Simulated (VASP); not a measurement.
# BN (P6_3/mmc) in VASP: a series of runs

BN is run at these levels: LDA; tasks: single point.

Program: VASP 6.6.1. These are calculated values, not measurements. Logs are shortened: lines on timing, memory, paths and dates and some standing lists are left out, and cuts for length are marked.

**1. The cell of the first run**

Symmetry: P6_3/mmc, No. 194, hexagonal system. Conventional cell: a = 2.390 Å, b = 2.390 Å, c = 6.705 Å, α = 90.00°, β = 90.00°, γ = 120.00°. B (site symmetry -6m2) has 3 N at 1.38 Å within 1.8 Å. Within 1.8 Å of N (site symmetry -6m2) lie 3 B at 1.38 Å.

**2. Single point, LDA (volume 8.290 Å^3 an atom, c/a of the conventional cell 2.8061)**

INCAR

```
  ALGO = Normal
  EDIFF = 1E-6
  ENCUT = 520
  GGA = CA
  ISIF = 2
  ISMEAR = 0
  LASPH = T
  LCHARG = T
  LELF = T
  LREAL = F
  LVHAR = T
  LWAVE = F
  NBANDS = 16
  NELM = 60
  PREC = Accurate
  SIGMA = 0.05
```

KPOINTS

```
k-points
0
Gamma
  12 12 4
```

POSCAR

```
BN
1.0
    2.3896093862      0.0000000000      0.0000000000
   -1.1948046931      2.0694624336      0.0000000000
    0.0000000000      0.0000000000      6.7054828986
B N
2 2
Direct
    0.3333333333      0.6666666667      0.2500000000
    0.6666666667      0.3333333333      0.7500000000
    0.3333333333      0.6666666667      0.7500000000
    0.6666666667      0.3333333333      0.2500000000
```

Potentials or basis: VASP PAW LDA potentials, release 64 (B, N).

On the command line:

```bash
> cat potpaw_LDA.64/B/POTCAR potpaw_LDA.64/N/POTCAR > POTCAR
> mpirun -np 1 vasp_std > vasp.out
```

OUTCAR:

```text
EDIFF = 1E-6
   ENCUT = 520
   GGA = CA
   ISIF = 2
   ISMEAR = 0
   LASPH = T
   LREAL = F
   NELM = 60
   PREC = Accurate

 ion  position               nearest neighbor table
   1  0.333  0.667  0.250-   4 1.38   4 1.38   4 1.38
   2  0.667  0.333  0.750-   3 1.38   3 1.38   3 1.38
   3  0.333  0.667  0.750-   2 1.38   2 1.38   2 1.38
   4  0.667  0.333  0.250-   1 1.38   1 1.38   1 1.38

  LATTYP: Found a hexagonal cell.
 ALAT       =     2.3896093862
 C/A-ratio  =     2.8061000000

  Lattice vectors:

 A1 = (   2.3896093862,   0.0000000000,   0.0000000000)
 A2 = (  -1.1948046931,   2.0694624336,   0.0000000000)
 A3 = (   0.0000000000,   0.0000000000,   6.7054828986)

Analysis of symmetry for initial positions (statically):
=====================================================================
 Subroutine PRICEL returns:
 Original cell was already a primitive cell.

 Routine SETGRP: Setting up the symmetry group for a
 hexagonal supercell.

 Subroutine GETGRP returns: Found 24 space group operations
 (whereof 12 operations were pure point group operations)
 out of a pool of 24 trial point group operations.

The static configuration has the point symmetry D_3d.
 The point group associated with its full space group is D_6h.

Analysis of symmetry for dynamics (positions and initial velocities):
=====================================================================
 Subroutine PRICEL returns:
 Original cell was already a primitive cell.

 Routine SETGRP: Setting up the symmetry group for a
 hexagonal supercell.

 Subroutine GETGRP returns: Found 24 space group operations
 (whereof 12 operations were pure point group operations)
 out of a pool of 24 trial point group operations.

The dynamic configuration has the point symmetry D_3d.
 The point group associated with its full space group is D_6h.

 Subroutine INISYM returns: Found 24 space group operations
 (whereof 12 operations are pure point group operations),
 and found     1 'primitive' translations

----------------------------------------------------------------------------------------

                                     Primitive cell

  volume of cell :      33.1600

  direct lattice vectors                    reciprocal lattice vectors
     2.389609386  0.000000000  0.000000000     0.418478437  0.241608638  0.000000000
    -1.194804693  2.069462434  0.000000000     0.000000000  0.483217276  0.000000000
     0.000000000  0.000000000  6.705482899     0.000000000  0.000000000  0.149131690

  length of vectors
     2.389609386  2.389609386  6.705482899     0.483217276  0.483217276  0.149131690

  position of ions in fractional coordinates (direct lattice)
     0.333333333  0.666666667  0.250000000
     0.666666667  0.333333333  0.750000000
     0.333333333  0.666666667  0.750000000
     0.666666667  0.333333333  0.250000000

  ion indices of the primitive-cell ions
   primitive index   ion index
                 1           1
                 2           2
                 3           3
                 4           4

----------------------------------------------------------------------------------------

 KPOINTS: k-points

Automatic generation of k-mesh.
 Grid dimensions read from file:
 generate k-points for:   12   12    4

 Generating k-lattice:

  Cartesian coordinates                     Fractional coordinates (reciprocal lattice)
     0.034873203  0.020134053  0.000000000     0.083333333 -0.000000000  0.000000000
     0.000000000  0.040268106  0.000000000     0.000000000  0.083333333  0.000000000
     0.000000000  0.000000000  0.037282923     0.000000000  0.000000000  0.250000000

  Length of vectors
     0.040268106  0.040268106  0.037282923

  Shift w.r.t. Gamma in fractional coordinates (k-lattice)
     0.000000000  0.000000000  0.000000000

 Subroutine IBZKPT returns following result:
 ===========================================

 Found     57 irreducible k-points:

 Following reciprocal coordinates:
            Coordinates               Weight
  0.000000  0.000000  0.000000      1.000000
  0.083333 -0.000000  0.000000      6.000000
  0.166667 -0.000000  0.000000      6.000000
  0.250000  0.000000  0.000000      6.000000
  0.333333 -0.000000  0.000000      6.000000
  0.416667 -0.000000  0.000000      6.000000
[... 16 lines left out ...]
  0.250000  0.000000  0.250000     12.000000
  0.333333 -0.000000  0.250000     12.000000
 [... further k-points ...]
   k-points           NKPTS =     57   k-points in BZ     NKDIM =     57   number of bands    NBANDS=     16
   number of dos      NEDOS =    301   number of ions     NIONS =      4
   total plane-waves  NPLWV =  16200
   dimension x,y,z NGX =    18 NGY =   18 NGZ =   50
   dimension x,y,z NGXF=    36 NGYF=   36 NGZF=  100
   ions per type =               2   2
   NGX,Y,Z   is equivalent  to a cutoff of  12.52, 12.52, 12.40 a.u.
   NGXF,Y,Z  is equivalent  to a cutoff of  25.05, 25.05, 24.79 a.u.
 SYSTEM =  unknown system
   PREC   = accura    normal or accurate (medium, high low for compatibility)
   ISTART =      0    job   : 0-new  1-cont  2-samecut
   ICHARG =      2    charge: 1-file 2-atom 10-const
   ISPIN  =      1    spin polarized calculation?
   LNONCOLLINEAR =      F non collinear calculations
   LSORBIT =      F    spin-orbit coupling
   LASPH  =      T    aspherical Exc in radial PAW
   ENCUT  =  520.0 eV  38.22 Ry    6.18 a.u.   4.44  4.44 12.47*2*pi/ulx,y,z
   NELM   =     60;   NELMIN=  2; NELMDL= -5     # of ELM steps
   EDIFF  = 0.1E-05   stopping-criterion for ELM
   LREAL  =      F    real-space projection
   EDIFFG = 0.1E-04   stopping-criterion for IOM
   NSW    =      0    number of steps for IOM
   IBRION =     -1    ionic relax: 0-MD 1-quasi-New 2-CG
   NFREE  =      0    steps in history (QN), initial steepest desc. (CG)
   ISIF   =      2    stress and relaxation
   ISYM   =      2    0-nonsym 1-usesym 2-fastsym
   POTIM  = 0.5000    time-step for ionic-motion
   TEBEG  =    0.0;   TEEND  =   0.0 temperature during run
   PSTRESS=    0.0 pullay stress
   NELECT =      16.0000    total number of electrons
   NUPDOWN=      -1.0000    fix difference up-down
   EMIN   =  10.00;   EMAX   =-10.00  energy-range for DOS
   EFERMI =   0.00;   METHOD = LEGACY
   ISMEAR =     0;   SIGMA  =   0.05  broadening in eV -4-tet -1-fermi 0-gaus
   EFERMI_NEDOS =   21; number of points for ismear=-14 and -15
   IALGO  =     38    algorithm
   IMIX   =      4    mixing-type and parameters
     AMIX     =   0.40;   BMIX     =  1.00
     AMIX_MAG =   1.60;   BMIX_MAG =  1.00
  volume/ion in A,a.u.               =       8.29        55.94
  Fermi-wavevector in a.u.,A,eV,Ry     =   1.284034  2.426473 22.432528  1.648744
  Thomas-Fermi vector in A             =   2.416252
   LORBIT       =      0    0 simple, 1 ext, 2 COOP (PROOUT), +10 PAW based schemes
   GGA     = CA    functional components
   LHFCALC =     F    Hartree Fock is set to
   AEXX    =    0.0000 exact exchange contribution
   IVDW    =     0    specifies the selected vdW correction
   LEPSILON=     F    determine dielectric tensor
   LRPA    =     F    only Hartree local field effects (RPA)
 non-spin polarized calculation
 Gauss-broadening in eV      SIGMA  =   0.05
  energy-cutoff  :      520.00
  volume of cell :       33.16
 maximum number of plane-waves:       931
 NGX is ok and might be reduce to    18
   NGX =  9   NGY =  9   NGZ = 25

 number of electron      16.0000007 magnetization

 Free energy of the ion-electron system (eV)
  ---------------------------------------------------
  ext. energy  EPLUGINS =         0.00000000
  ---------------------------------------------------
  free energy    TOTEN  =       -38.12492357 eV

  energy without entropy =      -38.12492357  energy(sigma->0) =      -38.12492357

 E-fermi :   3.0014     XC(G=0): -10.7513

 val. band max:        2.7037968181   @ k =   0.3333   0.3333   0.5000
 cond. band min:       6.9962990870   @ k =   0.5000   0.0000   0.0000
 fundamental gap:      4.2925022689
 Fermi energy:         3.0013839078

 k-point     1 :       0.0000    0.0000    0.0000
  band No.  band energies     occupation
      1     -15.7290      2.00000
      2     -15.4501      2.00000
      3      -4.3236      2.00000
      4      -2.3090      2.00000
      5       1.5433      2.00000
      6       1.5433      2.00000
[... 8 lines left out ...]
     15      17.1437      0.00000
     16      17.2370      0.00000

 k-point     2 :       0.0833   -0.0000    0.0000
  band No.  band energies     occupation
      1     -15.5794      2.00000
      2     -15.3050      2.00000
      3      -4.1139      2.00000
      4      -2.1167      2.00000
      5       0.9599      2.00000
      6       0.9812      2.00000
[... 8 lines left out ...]
     15      16.6587      0.00000
     16      17.4896      0.00000

 k-point     3 :       0.1667   -0.0000    0.0000
  band No.  band energies     occupation
      1     -15.1375      2.00000
      2     -14.8768      2.00000
      3      -3.4919      2.00000
      4      -1.5498      2.00000
      5      -0.5391      2.00000
      6      -0.5127      2.00000
[... 8 lines left out ...]
     15      17.9603      0.00000
     16      18.4074      0.00000

 k-point     4 :       0.2500    0.0000    0.0000
  band No.  band energies     occupation
      1     -14.4276      2.00000
      2     -14.1910      2.00000
      3      -2.4824      2.00000
      4      -2.4740      2.00000
      5      -2.4286      2.00000
      6      -0.6454      2.00000
[... 8 lines left out ...]
     15      19.4589      0.00000
     16      20.4531      0.00000

 k-point     5 :       0.3333   -0.0000    0.0000
  band No.  band energies     occupation
      1     -13.5132      2.00000
      2     -13.3144      2.00000
      3      -4.4353      2.00000
      4      -4.3700      2.00000
      5      -1.1512      2.00000
      6      -1.0402      2.00000
[... 8 lines left out ...]
     15      19.6502      0.00000
     16      22.8274      0.00000

 k-point     6 :       0.4167   -0.0000    0.0000
  band No.  band energies     occupation
      1     -12.5703      2.00000
      2     -12.4362      2.00000
      3      -6.0400      2.00000
      4      -5.9749      2.00000
      5      -1.5064      2.00000
      6      -1.4590      2.00000
[... 8 lines left out ...]
     15      18.2619      0.00000
     16      21.7369      0.00000
[... 267 lines left out ...]
 k-point    21 :       0.0833   -0.0000    0.2500
  band No.  band energies     occupation
      1     -15.5413      2.00000
      2     -15.3473      2.00000
      3      -3.8686      2.00000
      4      -2.4744      2.00000
      5       0.9642      2.00000
      6       0.9802      2.00000
[... 8 lines left out ...]
     15      16.7186      0.00000
     16      17.2060      0.00000

 k-point    22 :       0.1667   -0.0000    0.2500
  band No.  band energies     occupation
      1     -15.1011      2.00000
      2     -14.9170      2.00000
      3      -3.2538      2.00000
      4      -1.9007      2.00000
      5      -0.5316      2.00000
      6      -0.5083      2.00000
[... 8 lines left out ...]
     15      17.8772      0.00000
     16      17.9454      0.00000

 k-point    23 :       0.2500    0.0000    0.2500
  band No.  band energies     occupation
      1     -14.3944      2.00000
      2     -14.2272      2.00000
      3      -2.5036      2.00000
      4      -2.4426      2.00000
      5      -2.2152      2.00000
      6      -0.9580      2.00000
[... 8 lines left out ...]
     15      20.4671      0.00000
     16      20.5404      0.00000

 k-point    24 :       0.3333   -0.0000    0.2500
  band No.  band energies     occupation
      1     -13.4852      2.00000
      2     -13.3446      2.00000
      3      -4.4286      2.00000
      4      -4.3820      2.00000
      5      -1.0337      2.00000
      6      -1.0016      2.00000
[... 8 lines left out ...]
     15      20.6127      0.00000
     16      22.4687      0.00000

 [... further k-points ...]

------------------------ aborting loop because EDIFF is reached ----------------------------------------

  FORCE on cell =-STRESS in cart. coord.  units (eV):
  Direction    XX          YY          ZZ          XY          YZ          ZX
  --------------------------------------------------------------------------------------
  -------------------------------------------------------------------------------------
  Total       11.2242438     11.2242438     -0.1898559     -0.0000000      0.0000000      0.0000000
  in kB      542.3169165    542.3169165     -9.1731847     -0.0000000      0.0000000      0.0000000
  external PRESSURE =     358.4868828 kB  Pullay stress =       0.0000000 kB

 VOLUME and BASIS-vectors are now :
 -----------------------------------------------------------------------------
  energy-cutoff  :      520.00
  volume of cell :       33.16
      direct lattice vectors                 reciprocal lattice vectors
     2.389609386  0.000000000  0.000000000     0.418478437  0.241608638  0.000000000
    -1.194804693  2.069462434  0.000000000     0.000000000  0.483217276  0.000000000
     0.000000000  0.000000000  6.705482899     0.000000000  0.000000000  0.149131690

 POSITION                                       TOTAL-FORCE (eV/Angst)
 -----------------------------------------------------------------------------------
     -0.00000      1.37964      1.67637         0.000000      0.000000      0.000000
      1.19480      0.68982      5.02911        -0.000000      0.000000      0.000000
     -0.00000      1.37964      5.02911        -0.000000      0.000000      0.000000
      1.19480      0.68982      1.67637         0.000000     -0.000000      0.000000
 -----------------------------------------------------------------------------------
    total drift:                               -0.000000      0.000000      0.000000

  FREE ENERGIE OF THE ION-ELECTRON SYSTEM (eV)
  ---------------------------------------------------
  free  energy   TOTEN  =       -38.1249235676 eV

  energy  without entropy=      -38.1249235676  energy(sigma->0) =      -38.12492357
```

It took 15 s on 1 thread of AMD EPYC 9R45 (Zen 5), shared host; peak memory 0.11 GiB.

Results:

```
Free energy            : -38.1249 eV
Pressure               : 35.8 GPa
Band gap on the k mesh : 4.29 eV, indirect (least direct gap 4.84 eV)
```

 A k mesh can miss the band edges.

[end of part 1 of 2]
